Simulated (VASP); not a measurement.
A run of VASP 6.6.1:

INCAR

```
SYSTEM = Mo8Se15
  PREC = Accurate
  ENCUT = 520
  EDIFF = 1E-6
  ISMEAR = 0
  SIGMA = 0.1
  LREAL = Auto
  LASPH = .TRUE.
  NELM = 80
  ALGO = Normal
  ISIF = 2
  LWAVE = .FALSE.
  LCHARG = .FALSE.
  GGA = PE
  NBANDS = 118
```

KPOINTS

```
Automatic mesh
0
G
  3 3 1
  0 0 0
```

POSCAR

```
Mo8Se15
1.0
    3.2951700000      5.7074000000      0.0000000000
   -3.2951700000      5.7074000000      0.0000000000
    0.0000000000      0.0000000000     12.9281320000
Se Mo
15 8
Direct
    0.1630643350      0.1641298339      0.6237987050
    0.3336018183      0.3334840702      0.1192318426
    0.1667732738      0.1680424041      0.8801994751
    0.3336093318      0.3334833899      0.3776317414
    0.1629789276      0.6737631967      0.6237909700
    0.3343510334      0.8331155888      0.1190726549
    0.1667626751      0.6661596713      0.8802165696
    0.3335851959      0.8334971883      0.3775335060
    0.6725487596      0.1641558694      0.6237953789
    0.6649768884      0.1679852309      0.8801900383
    0.8336145529      0.3334564427      0.3775330419
    0.6661820391      0.6673188545      0.6218000404
    0.8332202341      0.8331243361      0.1190934622
    0.8332310290      0.3342124654      1.1191018935
    0.8336134619      0.8334899477      0.3775284009
    0.1669221815      0.1667922944      0.2482575209
    0.3328354267      0.3340878659      0.7515640311
    0.1669173214      0.6668639099      0.2482507140
    0.3417015424      0.8295838064      0.7515147587
    0.6669645050      0.1667985044      0.2482642504
    0.8284447951      0.3428519425      0.7514946475
    0.6669172656      0.6668234920      0.2484983910
    0.8284411439      0.8295691585      0.7514983603
```

Potentials or basis: VASP PAW PBE potentials, release 64 (Se, Mo_sv).

Launch:

```bash
$ cat potpaw_PBE.64/Se/POTCAR potpaw_PBE.64/Mo_sv/POTCAR > POTCAR
$ mpirun -np 1 vasp_std > vasp.out
```

Hardware: 1 thread of AMD EPYC 9755 128-Core Processor, with other jobs on the host.

Task: Estimate the wall time of this run.

Result: It took 13 min on 1 thread of AMD EPYC 9755 128-Core Processor, on a shared host, peak memory 0.57 GiB. Counts: scf iterations 19, k points 5.
